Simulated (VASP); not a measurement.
Wanted: the native input for a VASP 6.6.1 run.

```yaml
Task: single point
Functional: PBE
Potentials_or_basis: VASP PAW PBE potentials, release 64 (Sn_d, Te)
Cutoff: 520 eV
k_mesh: 12 × 12 × 12
Occupations: gaussian, width 0.1 eV
Spin: no spin polarisation
Dipole_correction: no
Further_INCAR_settings: ALGO = Normal; EDIFF = 1e-06; NBANDS = 20
```

The structure of SnTe2 lies in POSCAR:

```
SnTe2
1.0
    0.0000000000      3.7245064107      3.7245064107
    3.7245064107      0.0000000000      3.7245064107
    3.7245064107      3.7245064107      0.0000000000
Sn Te
1 2
Direct
    0.0000000000      0.0000000000      0.0000000000
    0.2500000000      0.2500000000      0.2500000000
    0.7500000000      0.7500000000      0.7500000000
```

The input as run:

INCAR

```
ALGO     = Normal         # electronic algorithm
EDIFF    = 1E-6           # SCF threshold, eV
ENCUT    = 520            # plane-wave cutoff, eV
GGA      = PE             # functional
ISIF     = 2              # what is computed and relaxed
ISMEAR   = 0              # smearing method
LASPH    = True           # aspherical terms in the spheres
LCHARG   = False          # write CHGCAR
LREAL    = False          # projectors in reciprocal space
LWAVE    = False          # write WAVECAR
NBANDS   = 20             # bands
NELM     = 80             # most SCF steps
PREC     = Accurate       # precision mode
SIGMA    = 0.1            # smearing width, eV
```

KPOINTS

```
k-points
0
Gamma
  12 12 12
```

Potentials or basis: VASP PAW PBE potentials, release 64 (Sn_d, Te).

Launch:

```sh
$ cat potpaw_PBE.64/Sn_d/POTCAR potpaw_PBE.64/Te/POTCAR > POTCAR
$ mpirun -np 1 vasp_std > vasp.out
```

It gave:

```json
{
  "Pressure": "-0.1 GPa",
  "Band gap on the k mesh": "zero (band 13 reaches 6.02 eV, above the bottom of band 14 at 3.98 eV)"
}
```

Caveat: spin-orbit coupling is left out, which moves the levels of the heavy elements.

Run time: 2.1 min on 1 thread of AMD EPYC 7R43 64-Core Processor (Zen 3) (shared host), peak memory 0.29 GiB.
